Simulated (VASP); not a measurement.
Set up this calculation in VASP 6.6.1, as the native input.

```yaml
Task: relaxation of cell and atoms
Functional: LDA
Potentials_or_basis: VASP PAW LDA potentials, release 64 (Ge_d)
Cutoff: 600 eV
k_mesh: 17 × 17 × 17
Occupations: fermi-dirac, width 0.1 eV
Spin: no spin polarisation
Target_pressure: 240 GPa
Dipole_correction: no
Further_INCAR_settings: ALGO = Normal; EDIFF = 1e-07; IBRION = 2; EDIFFG = -0.005; NSW = 32; ISIF = 3
```

The structure of Ge lies in POSCAR:

```
Ge
1.0
    2.1276740014      0.0000000000      0.0000000000
    0.0000000000      2.1276740014      0.0000000000
    0.0000000000      0.0000000000      2.1276740014
Ge
1
Direct
    0.0000000000      0.0000000000      0.0000000000
```

One way to write it, as run:

INCAR

```
  PREC = Accurate
  ENCUT = 600
  EDIFF = 1E-7
  ISMEAR = -1
  SIGMA = 0.1
  LREAL = False
  LASPH = True
  NELM = 100
  ALGO = Normal
  ISIF = 3
  LWAVE = False
  LCHARG = False
  GGA = CA
  IBRION = 2
  NSW = 32
  EDIFFG = -0.005
  PSTRESS = 2400.0
```

KPOINTS

```
regular mesh
0
Gamma
  17 17 17
```

Potentials or basis: VASP PAW LDA potentials, release 64 (Ge_d).

Run with:

```bash
$ cat potpaw_LDA.64/Ge_d/POTCAR > POTCAR
$ mpirun -np 1 vasp_std > vasp.out
```

It gave:

```json
{
  "Relaxed volume": "9.67 Å³/atom",
  "Relaxed cell": "a = 2.130 Å, b = 2.130 Å, c = 2.130 Å, α = 90.00°, β = 90.00°, γ = 90.00°",
  "Space group after relaxing (to 0.05 Å)": "Pm-3m (No. 221)",
  "Energy change on relaxing (the enthalpy is what falls)": "-55.1 meV/atom",
  "Ionic steps": "3",
  "Pressure after relaxing": "239.9 GPa",
  "Band gap on the k mesh": "zero (band 7 reaches 27.34 eV, above the bottom of band 8 at 14.12 eV)"
}
```

Caveat: the cell is relaxed towards a set pressure, so the enthalpy falls and the energy may rise.

Run time: 59 s on 1 thread of AMD EPYC 7R13 (shared host), peak memory 0.1 GiB.
